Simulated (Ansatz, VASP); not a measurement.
## BeH in VASP and in Ansatz

```
CELL_PARAMETERS angstrom
2.38540 0.00000 0.00000
0.00000 3.99337 0.00000
0.00000 0.00000 5.30415
ATOMIC_POSITIONS crystal
Be 0.50000 0.24160 0.00000
Be 0.50000 0.75840 0.00000
H 0.50000 0.00000 0.79617
H 0.50000 0.00000 0.20383
```

Alike in both runs: functional PBE; k mesh 12 × 8 × 6; occupations gaussian, width 0.02 eV; no spin polarisation.

Ansatz relaxed the structure, and its values are those at the end. VASP's run is a single point on that final structure, the one shown.

|  | VASP | Ansatz |
| --- | --- | --- |
| version | VASP 6.6.1 | Ansatz 0.2.0 |
| potentials or method | VASP PAW PBE potentials, release 64 (Be, H), cutoff 520 eV | scalar-relativistic, plane waves, PAW |
| valence electrons in the cell | 6 | 6 |

```csv
,VASP,Ansatz,Ansatz less VASP
gap on the k mesh at the Fermi level (eV),0.71,0.71,-0.001
least direct gap on the mesh (eV),0.89,0.89,-0.003
pressure (GPa),0.0,0.0,0.00
rms of the force components (eV/Å),0.013,0.001,-0.0120
```
